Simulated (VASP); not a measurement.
A run of VASP 6.6.1:

Contents of INCAR:

```
  ALGO = Normal
  EDIFF = 1E-6
  ENCUT = 520
  GGA = RP
  ISIF = 2
  ISMEAR = -1
  LASPH = True
  LCHARG = False
  LREAL = False
  LWAVE = False
  NBANDS = 10
  NELM = 80
  PREC = Accurate
  SIGMA = 0.1
```

KPOINTS

```
k-points
0
Gamma
  10 10 10
```

POSCAR

```
Al
1.0
    0.0000000000      3.0487392467      3.0487392467
    3.0487392467      0.0000000000      3.0487392467
    3.0487392467      3.0487392467      0.0000000000
Al
2
Direct
    0.1250000000      0.1250000000      0.1250000000
    0.8750000000      0.8750000000      0.8750000000
```

Potentials or basis: VASP PAW PBE potentials, release 64 (Al).

Run with:

```bash
$ cat potpaw_PBE.64/Al/POTCAR > POTCAR
$ mpirun -np 1 vasp_std > vasp.out
```

Hardware: 1 thread of AMD EPYC 7R13, with other jobs on the host.

**Question.** How long does it take, and how much memory?

**Answer.** It took 37 s on 1 thread of AMD EPYC 7R13, with other jobs on the host, peak memory 0.14 GiB. Counts: scf iterations 11, k points 47.
